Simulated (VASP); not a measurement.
A run of VASP 6.6.1:

Contents of INCAR:

```
SYSTEM = Ti
ALGO = Normal
EDIFF = 1E-6
ENCUT = 520
GGA = PS
ISIF = 2
ISMEAR = 0
LASPH = .TRUE.
LCHARG = .FALSE.
LREAL = .FALSE.
LWAVE = .FALSE.
NBANDS = 12
NELM = 60
PREC = Accurate
SIGMA = 0.1
```

Contents of KPOINTS:

```
k-points
0
G
  20 20 20
  0 0 0
```

Contents of POSCAR:

```
Ti
1.0
   -1.3923349909      1.3923349909      1.3923349909
    1.3923349909     -1.3923349909      1.3923349909
    1.3923349909      1.3923349909     -1.3923349909
Ti
1
Direct
    0.0000000000      0.0000000000      0.0000000000
```

Potentials or basis: VASP PAW PBE potentials, release 64 (Ti_sv).

Run with:

```sh
$ cat potpaw_PBE.64/Ti_sv/POTCAR > POTCAR
$ mpirun -np 1 vasp_std > vasp.out
```

Hardware: 1 thread of Intel(R) Xeon(R) Platinum 8259CL CPU @ 2.50GHz (Skylake/Cascade Lake), with other jobs on the host.

Task: Estimate the wall time of this run.

Result: Run time: 24 s on 1 thread of Intel(R) Xeon(R) Platinum 8259CL CPU @ 2.50GHz (Skylake/Cascade Lake), on a shared host, peak memory 0.14 GiB. Counts: scf iterations 12, k points 256.
